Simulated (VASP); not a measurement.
Write the native input for VASP 6.6.1 that does the following.

```
Task                   : single point
Functional             : PBE
Potentials or basis    : VASP PAW PBE potentials, release 64 (Mg, Zn, O)
Cutoff                 : 520 eV
k mesh                 : 12 × 12 × 2
Occupations            : gaussian, width 0.01 eV
Spin                   : no spin polarisation
Dipole correction      : no
Further INCAR settings : ALGO = Normal; EDIFF = 1e-06; NBANDS = 41
```

The structure of Mg5ZnO6 lies in POSCAR:

```
Mg5ZnO6
1.0
    3.0186466019      0.0000000000      0.0000000000
   -1.5093233010      2.6142246423      0.0000000000
    0.0000000000      0.0000000000     14.7687859432
Mg Zn O
5 1 6
Direct
    0.3333333333      0.6666666667      0.8323027971
    0.6666666667      0.3333333333      0.1676972029
    0.3333333333      0.6666666667      0.3338951422
    0.0000000000      0.0000000000      0.5000000000
    0.6666666667      0.3333333333      0.6661048578
    0.0000000000      0.0000000000      0.0000000000
    0.6666666667      0.3333333333      0.9133972176
    0.3333333333      0.6666666667      0.0866027824
    0.0000000000      0.0000000000      0.2508640213
    0.6666666667      0.3333333333      0.4169508623
    0.3333333333      0.6666666667      0.5830491377
    0.0000000000      0.0000000000      0.7491359787
```

The input as run:

INCAR

```
ALGO = Normal ; EDIFF = 1E-6
ENCUT = 520 ; GGA = PE
ISIF = 2 ; ISMEAR = 0
LASPH = True ; LCHARG = False
LREAL = False ; LWAVE = False
NBANDS = 41 ; NELM = 60
PREC = Accurate ; SIGMA = 0.01
```

KPOINTS

```
k-points
0
Gamma
  12 12 2
```

Potentials or basis: VASP PAW PBE potentials, release 64 (Mg, Zn, O).

The run is started by

```console
$ cat potpaw_PBE.64/Mg/POTCAR potpaw_PBE.64/Zn/POTCAR potpaw_PBE.64/O/POTCAR > POTCAR
$ mpirun -np 1 vasp_std > vasp.out
```

It gave:

```
Pressure               : -0.4 GPa
Largest force          : 0.071 eV/Å
Band gap on the k mesh : 3.28 eV
```

Wall time 5.5 min on 1 thread of Intel Xeon 8259CL, on a shared host, peak memory 0.34 GiB.
